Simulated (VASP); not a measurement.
A run of VASP 6.6.1 is set up as follows.

Contents of POSCAR:

```
Mn
1.0
    0.0000000000      2.5109868866      2.5109868866
    2.5109868866      0.0000000000      2.5109868866
    2.5109868866      2.5109868866      0.0000000000
Mn
2
Direct
    0.1250000000      0.1250000000      0.1250000000
    0.8750000000      0.8750000000      0.8750000000
```

INCAR.step1

```
SYSTEM = Mn
PREC = Accurate ; ENCUT = 520
ISMEAR = -1 ; SIGMA = 0.05
LREAL = .False. ; LASPH = .True.
NELM = 150 ; ISPIN = 2
MAGMOM = -2.264 2.264 ; LMAXMIX = 4
NBANDS = 24 ; GGA = PE
ALGO = Normal ; EDIFF = 1E-4
LWAVE = .True. ; LCHARG = .False.
```

Contents of INCAR.step2:

```
SYSTEM = Mn
PREC = Accurate ; ENCUT = 520
EDIFF = 1E-7 ; ISMEAR = -1
SIGMA = 0.05 ; LREAL = .False.
LASPH = .True. ; NELM = 150
ALGO = Normal ; ISIF = 2
LWAVE = .False. ; LCHARG = .False.
ISPIN = 2 ; MAGMOM = -2.264 2.264
LORBIT = 11 ; LMAXMIX = 4
METAGGA = R2SCAN ; LMIXTAU = .True.
NBANDS = 24 ; ISTART = 1
```

Contents of KPOINTS:

```
Automatic mesh
0
Gamma
  13 13 13
  0 0 0
```

Potentials or basis: VASP PAW PBE potentials, release 64 (Mn_pv).

Run with:

```bash
$ cat potpaw_PBE.64/Mn_pv/POTCAR > POTCAR
$ cp INCAR.step1 INCAR
$ mpirun -np 1 vasp_std > vasp.out
$ cp INCAR.step2 INCAR
$ mpirun -np 1 vasp_std > vasp.out
```

(1) Predict the band gap on the k mesh.

(2) Predict the net moment.

Results:

(1) zero (filled and empty bands touch).

(2) 0.00 μB per cell.
